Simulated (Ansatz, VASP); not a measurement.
# Two plane-wave programs on KAs3

```
CELL_PARAMETERS angstrom
-2.26424 2.26424 4.41755
2.26424 -2.26424 4.41755
2.26424 2.26424 -4.41755
ATOMIC_POSITIONS crystal
K 0.00000 0.00000 0.00000
As 0.50000 0.50000 0.00000
As 0.25000 0.75000 0.50000
As 0.75000 0.25000 0.50000
```

Alike in both runs: functional PBE; k mesh 14 × 14 × 14; occupations gaussian, width 0.1 eV; no spin polarisation.

Ansatz relaxed the structure, and its values are those at the end. VASP's run is a single point on that final structure, the one shown.

```csv
,VASP,Ansatz
version,VASP 6.6.1,Ansatz 0.2.0
potentials or method,"VASP PAW PBE potentials, release 64 (K_sv, As), cutoff 520 eV","scalar-relativistic, plane waves, PAW"
valence electrons in the cell,24,54
```

Ansatz gave:

```
gap on the k mesh at the Fermi level (eV) : none
pressure (GPa)                            : 0.0
```

Which values does VASP return?

gap on the k mesh at the Fermi level (eV): none; pressure (GPa): 0.1.

A gap of «none» marks a metal or a gap that the smearing closes. VASP's potentials hold 24 valence electrons a cell and Ansatz's 54, so a difference there can come from the potentials and not from the codes.
